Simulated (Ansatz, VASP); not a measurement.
## One calculation of ZnO, two programs

File POSCAR:

```
ZnO
1.0
    0.0000000000      2.1337703972      2.1337703972
    2.1337703972      0.0000000000      2.1337703972
    2.1337703972      2.1337703972      0.0000000000
Zn O
1 1
Direct
    0.0000000000      0.0000000000      0.0000000000
    0.5000000000      0.5000000000      0.5000000000
```

The input INCAR.step1:

```
PREC = Accurate
ENCUT = 910
ISMEAR = 0
SIGMA = 0.01
LREAL = F
LASPH = T
NELM = 120
NBANDS = 16
GGA = PE
ALGO = Normal
EDIFF = 1E-5
LWAVE = T
LCHARG = F
GGA_COMPAT = F
```

The input INCAR.step2:

```
PREC = Accurate
ENCUT = 910
EDIFF = 1E-6
ISMEAR = 0
SIGMA = 0.01
LREAL = F
LASPH = T
NELM = 120
ALGO = Normal
ISIF = 2
LWAVE = F
LCHARG = F
METAGGA = R2SCAN
LMIXTAU = T
NBANDS = 16
ISTART = 1
GGA_COMPAT = F
```

File KPOINTS:

```
regular mesh
0
Gamma
  10 10 10
```

Input for Ansatz:

```yaml
crystal:
  lattice:
    - [0.0, 2.1337703972, 2.1337703972]
    - [2.1337703972, 0.0, 2.1337703972]
    - [2.1337703972, 2.1337703972, 0.0]
  atoms:
    - { symbol: Zn, position: [0.0, 0.0, 0.0] }
    - { symbol: O, position: [0.5, 0.5, 0.5] }
kpoints:
  mp_grid: { grid: [10, 10, 10] }
  band_path:
    path:
      - [0.0, 0.0, 0.0]
      - [0.5, 0.0, 0.5]
      - [0.625, 0.25, 0.625]
      - [0.375, 0.375, 0.75]
      - [0.5, 0.5, 0.5]
      - [0.5, 0.25, 0.75]
      - [0.0, 0.0, 0.5]
    npoints: 1
hamiltonian:
  xc: r2scan
scf:
  occupations: { method: fixed }
  n_extra_bands: 4
output:
  forces: true
  stress: true
  eigenvalues: true
```

Alike in both runs: task single point; functional r2SCAN; k mesh 10 × 10 × 10; no spin polarisation.

```csv
,VASP,Ansatz
version,VASP 6.6.1,Ansatz 0.2.0
potentials or method,"VASP PAW PBE potentials, release 64 (Zn, O_h)","plane waves, PAW"
plane-wave cutoff (eV),910,500
occupations,"gaussian, width 0.01 eV",fixed
valence electrons in the cell,18,18
```

VASP gave:

| Item | Value |
| --- | --- |
| gap on the k mesh at the Fermi level (eV) | 1.55 |

Task: What did Ansatz give for the same quantities?

Result: gap on the k mesh at the Fermi level (eV): 1.57.

VASP's potentials were made for PBE, not for r2SCAN.

Noted on VASP's run: the cutoff is short for stress, so the pressure is rough.
